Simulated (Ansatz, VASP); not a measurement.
## One calculation of Hf, two programs

```xyz
3
Lattice="3.0277 0.0000 0.0000 -1.5138 2.6221 0.0000 0.0000 0.0000 8.2383" Properties=species:S:1:pos:R:3 pbc="T T T"
Hf    0.0000    0.0000    0.0000
Hf    1.5138    0.8740    5.9528
Hf    0.0000    1.7480    2.2855
```

Alike in both runs: task single point; functional PBE; k mesh 6 × 6 × 2; occupations gaussian, width 0.1 eV; no spin polarisation.

|  | VASP | Ansatz |
| --- | --- | --- |
| version | VASP 6.6.1 | Ansatz 0.2.0 |
| potentials or method | VASP PAW PBE potentials, release 64 (Hf_pv), cutoff 520 eV | scalar-relativistic, plane waves, PAW |
| valence electrons in the cell | 30 | 78 |

Ansatz gave:

| Quantity | Value |
| --- | --- |
| gap on the k mesh at the Fermi level (eV) | none |
| pressure (GPa) | 15.3 |
| traceless stress, the component that is largest in VASP (GPa) | -1.25 |
| rms of the force components (eV/Å) | 1.237 |

Estimate VASP's values.

gap on the k mesh at the Fermi level (eV): none; pressure (GPa): 14.8; traceless stress, the component that is largest in VASP (GPa): -1.19; rms of the force components (eV/Å): 1.216.

Atom by atom the forces differ by 0.021 eV/Å (rms over components). A gap of «none» marks a metal or a gap that the smearing closes. VASP's potentials hold 30 valence electrons a cell and Ansatz's 78, so a difference there can come from the potentials and not from the codes.

The k mesh is coarse, so the values compare programs but aren't converged. Spin-orbit coupling is off throughout.
